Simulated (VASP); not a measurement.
A run of VASP 6.6.1 is set up as follows.

Contents of INCAR:

```
SYSTEM = BN
PREC = Accurate
ENCUT = 520
EDIFF = 1E-6
ISMEAR = 1
SIGMA = 0.05
LREAL = .FALSE.
LASPH = .TRUE.
NELM = 120
ALGO = Normal
ISIF = 2
LWAVE = .FALSE.
LCHARG = .FALSE.
GGA = PE
NBANDS = 16
GGA_COMPAT = .FALSE.
NELMDL = -8
```

Contents of KPOINTS:

```
Automatic mesh
0
G
  6 6 3
  0 0 0
```

The input POSCAR:

```
BN
1.0
    2.5360000000      0.0000000000      0.0000000000
   -1.2680000000      2.1962400000      0.0000000000
    0.0000000000      0.0000000000      5.1990000000
B N
2 2
Direct
    0.6666666667      0.3333333333      0.0000000000
    0.3333333333      0.6666666667      0.4038276592
    0.6666666667      0.3333333333      0.3028707444
    0.3333333333      0.6666666667      0.7066984035
```

Potentials or basis: VASP PAW PBE potentials, release 64 (B, N).

Command:

```console
$ cat potpaw_PBE.64/B/POTCAR potpaw_PBE.64/N/POTCAR > POTCAR
$ mpirun -np 1 vasp_std > vasp.out
```

(1) What does it give for the band gap on the k mesh?

(2) What does it give for the largest force?

Answers

(1) zero (band 8 reaches 8.29 eV, above the bottom of band 9 at 6.19 eV).

(2) 4.124 eV/Å.

Caveat: the k points lie up to 0.48 Å⁻¹ apart.
